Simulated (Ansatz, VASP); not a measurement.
**Sc: VASP beside Ansatz**

```xyz
2
Lattice="3.2773 0.0000 0.0000 -1.6387 2.8382 0.0000 0.0000 0.0000 5.0849" Properties=species:S:1:pos:R:3 pbc="T T T"
Sc    0.0000    1.8922    1.2712
Sc    1.6387    0.9461    3.8137
```

Alike in both runs: functional PBEsol; k mesh 18 × 18 × 10; occupations fermi-dirac, width 0.05 eV; no spin polarisation.

Ansatz relaxed the structure, and its values are those at the end. VASP's run is a single point on that final structure, the one shown.

|  | VASP | Ansatz |
| --- | --- | --- |
| version | VASP 6.6.1 | Ansatz 0.2.0 |
| potentials or method | VASP PAW PBE potentials, release 64 (Sc_sv) | PAW with Ansatz's default frozen-core files, scalar-relativistic |
| plane-wave cutoff (eV) | 520 | 420 |
| valence electrons in the cell | 22 | 22 |

|  | VASP | Ansatz | Ansatz less VASP |
| --- | --- | --- | --- |
| pressure (GPa) | 0.0 | 0.0 | 0.00 |

VASP's potentials were made for PBE, not for PBEsol. With one functional, cell and mesh, what is left measures potentials, basis and numerics.
